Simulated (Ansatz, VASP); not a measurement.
## Two plane-wave programs on NaH2

INCAR

```
PREC = Accurate ; ENCUT = 600
EDIFF = 1E-6 ; ISMEAR = 0
SIGMA = 0.1 ; LREAL = F
LASPH = T ; NELM = 100
ALGO = Normal ; ISIF = 3
LWAVE = F ; LCHARG = F
GGA = PE ; IBRION = 2
NSW = 90 ; EDIFFG = -0.04
```

Contents of KPOINTS:

```
Automatic mesh
0
Gamma
  6 6 4
```

Contents of POSCAR:

```
NaH2
1.0
    1.9859564623     -3.9005478926      0.0000000000
    1.9859564623      3.9005478926      0.0000000000
    0.0000000000      0.0000000000      4.4678549849
Na H
2 4
Direct
    0.6563605756      0.3436394244      0.2500000000
    0.3436394244      0.6563605756      0.7500000000
    0.1429470413      0.1429470413      0.2500000000
    0.8570529587      0.8570529587      0.2500000000
    0.1429470413      0.1429470413      0.7500000000
    0.8570529587      0.8570529587      0.7500000000
```

Input for Ansatz:

```yaml
crystal:
  lattice:
    - [1.9859564623, -3.9005478926, 0.0]
    - [1.9859564623, 3.9005478926, 0.0]
    - [0.0, 0.0, 4.4678549849]
  atoms:
    - { symbol: Na, position: [0.6563605756, 0.3436394244, 0.25] }
    - { symbol: Na, position: [0.3436394244, 0.6563605756, 0.75] }
    - { symbol: H, position: [0.1429470413, 0.1429470413, 0.25] }
    - { symbol: H, position: [0.8570529587, 0.8570529587, 0.25] }
    - { symbol: H, position: [0.1429470413, 0.1429470413, 0.75] }
    - { symbol: H, position: [0.8570529587, 0.8570529587, 0.75] }
basis:
  ecutwfc: 420
kpoints:
  mp_grid: { grid: [6, 6, 4] }
hamiltonian:
  xc: pbe
scf:
  occupations: { method: gaussian, width: 0.1 }
  lower_state_search: "off"
output:
  forces: true
  stress: true
  eigenvalues: true
relax:
  adjacent_minimum: "off"
  f_tol: 0.04
  max_steps: 70
  cell: { stress_tol: 0.4 }
```

Alike in both runs: task relaxation of cell and atoms; functional PBE; k mesh 6 × 6 × 4; occupations gaussian, width 0.1 eV; no spin polarisation.

```csv
,VASP,Ansatz
version,VASP 6.6.1,Ansatz 0.2.0
potentials or method,"VASP PAW PBE potentials, release 64 (Na_pv, H), cutoff 600 eV","scalar-relativistic, plane waves, PAW"
valence electrons in the cell,18,22
```

VASP gave:

| Property | Result |
| --- | --- |
| gap on the k mesh at the Fermi level, each at its own relaxed structure (eV) | none |
| relaxed volume (Å³/atom) | 17.80 |
| relaxed cell length with the largest relative difference (Å) | 5.127 |

Question: Estimate Ansatz's values.

Answer: gap on the k mesh at the Fermi level, each at its own relaxed structure (eV): none; relaxed volume (Å³/atom): 18.29; relaxed cell length with the largest relative difference (Å): 5.076.

A gap of «none» marks a metal or a gap that the smearing closes. VASP's potentials hold 18 valence electrons a cell and Ansatz's 22, so a difference there can come from the potentials and not from the codes.

Noted on VASP's run: the volume moved by over 15 % at a fixed basis, so the end points are rough.
